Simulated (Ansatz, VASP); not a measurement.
This is a calculation of Ni for VASP 6.6.1.

File INCAR:

```
SYSTEM = Ni
  PREC = Accurate
  ENCUT = 600
  EDIFF = 1E-6
  ISMEAR = -1
  SIGMA = 0.05
  LREAL = .FALSE.
  LASPH = .TRUE.
  NELM = 150
  ALGO = Normal
  ISIF = 3
  LWAVE = .FALSE.
  LCHARG = .FALSE.
  ISPIN = 2
  MAGMOM = 1 1
  LORBIT = 11
  LMAXMIX = 4
  GGA = PE
  IBRION = 2
  NSW = 60
  EDIFFG = -0.01
```

KPOINTS

```
regular mesh
0
G
  12 12 7
  0 0 0
```

Contents of POSCAR:

```
Ni
1.0
    2.4480228978      0.0000000000      0.0000000000
   -1.2240114489      2.1200500186      0.0000000000
    0.0000000000      0.0000000000      4.0728075700
Ni
2
Direct
    0.6666666667      0.3333333333      0.7500000000
    0.3333333333      0.6666666667      0.2500000000
```

Potentials or basis: VASP PAW PBE potentials, release 64 (Ni).

Launch:

```bash
$ cat potpaw_PBE.64/Ni/POTCAR > POTCAR
$ mpirun -np 1 vasp_std > vasp.out
```

Q: Set up the same calculation for Ansatz 0.2.0. Potentials there: Ansatz PAW.

A: As run (the cutoff follows the program's own potentials):

File input.yaml:

```yaml
crystal:
  lattice:
    - [2.4480228978, 0.0, 0.0]
    - [-1.2240114489, 2.1200500186, 0.0]
    - [0.0, 0.0, 4.07280757]
  atoms:
    - { symbol: Ni, position: [0.6666666667, 0.3333333333, 0.75], spin: 1.0 }
    - { symbol: Ni, position: [0.3333333333, 0.6666666667, 0.25], spin: 1.0 }
hamiltonian:
  xc: pbe
  pseudopotentials: { kind: paw }
magnetization:
  spin_polarized: true
kpoints:
  mp_grid: { grid: [12, 12, 7] }
scf:
  occupations: { method: fermi_dirac, width: 0.05 }
output:
  forces: true
  stress: true
  eigenvalues: true
relax:
  f_tol: 0.01
  max_steps: 40
  cell: { stress_tol: 0.05 }
```

Potentials or basis: Ansatz PAW.

Run with:

```console
$ ansatz run input.yaml --threads 2 --pin off --max-ram 5632MiB --backend cpu --events-out ev --progress --plain --runs-dir out
```

Both were run:

|  | VASP | Ansatz | Ansatz less VASP |
| --- | --- | --- | --- |
| gap on the k mesh at the Fermi level, each at its own relaxed structure (eV) | none | none | - |
| net moment per atom (μB) | 0.65 | 0.67 | +0.014 |
| size of the moment on the site where the two differ most (μB) | 0.66 | 0.70 | +0.041 |
| relaxed volume (Å³/atom) | 10.93 | 10.94 | +0.010 |
| relaxed length of the cell vector where the two differ most in proportion (Å) | 4.075 | 4.076 | +0.0016 |

Site moments also hang on the region over which each program counts them. A gap of «none» marks a metal or a gap that the smearing closes. VASP's potentials hold 20 valence electrons a cell and Ansatz's 36, so a difference there can come from the potentials and not from the codes.

Noted on Ansatz's run: the plane-wave basis is chosen anew once the cell has moved, so the energies of steps on either side of that aren't comparable.
